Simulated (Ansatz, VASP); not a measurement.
**One calculation of S, two programs**

INCAR

```
ALGO     = Normal         # electronic algorithm
EDIFF    = 1E-6           # SCF threshold, eV
ENCUT    = 520            # plane-wave cutoff, eV
GGA      = PE             # functional
ISIF     = 2              # what is computed and relaxed
ISMEAR   = 0              # smearing method
LASPH    = True           # aspherical terms in the spheres
LCHARG   = False          # write CHGCAR
LREAL    = False          # projectors in reciprocal space
LWAVE    = False          # write WAVECAR
NBANDS   = 20             # bands
NELM     = 100            # most SCF steps
PREC     = Accurate       # precision mode
SIGMA    = 0.1            # smearing width, eV
```

KPOINTS

```
k-points
0
Gamma
  8 8 12
```

The input POSCAR:

```
S
1.0
    5.6780537900      0.0000000000      0.0000000000
    0.0000000000      5.6780537900      0.0000000000
    0.0000000000      0.0000000000      2.9496155800
S
4
Direct
    0.8833913800      0.8833913800      0.5000000000
    0.1166086200      0.1166086200      0.5305124507
    0.3833913800      0.6166086200      0.0000000000
    0.6166086200      0.3833913800      0.0000000000
```

Input for Ansatz:

```yaml
crystal:
  lattice:
    - [5.67805379, 0.0, 0.0]
    - [0.0, 5.67805379, 0.0]
    - [0.0, 0.0, 2.94961558]
  atoms:
    - { symbol: S, position: [0.88339138, 0.88339138, 0.5] }
    - { symbol: S, position: [0.11660862, 0.11660862, 0.5305124507] }
    - { symbol: S, position: [0.38339138, 0.61660862, 0.0] }
    - { symbol: S, position: [0.61660862, 0.38339138, 0.0] }
basis:
  ecutwfc: 420
kpoints:
  mp_grid: { grid: [8, 8, 12] }
hamiltonian:
  xc: pbe
scf:
  occupations: { method: gaussian, width: 0.1 }
output:
  forces: true
  stress: true
  eigenvalues: true
  populations: true
```

Change from the starting cell: one atom moved.

Alike in both runs: task single point; functional PBE; k mesh 8 × 8 × 12; occupations gaussian, width 0.1 eV; no spin polarisation.

|  | VASP | Ansatz |
| --- | --- | --- |
| version | VASP 6.6.1 | Ansatz 0.2.0 |
| potentials or method | VASP PAW PBE potentials, release 64 (S), cutoff 520 eV | scalar-relativistic, plane waves, PAW |
| valence electrons in the cell | 24 | 24 |

|  | VASP | Ansatz | Ansatz less VASP |
| --- | --- | --- | --- |
| gap on the k mesh at the Fermi level (eV) | none | none | - |
| pressure (GPa) | 2.1 | 2.8 | +0.63 |
| traceless stress, the component that is largest in VASP (GPa) | -0.47 | -0.44 | +0.029 |
| rms of the force components (eV/Å) | 0.334 | 0.489 | +0.1551 |

Atom by atom the forces differ by 0.159 eV/Å (rms over components). A gap of «none» marks a metal or a gap that the smearing closes.
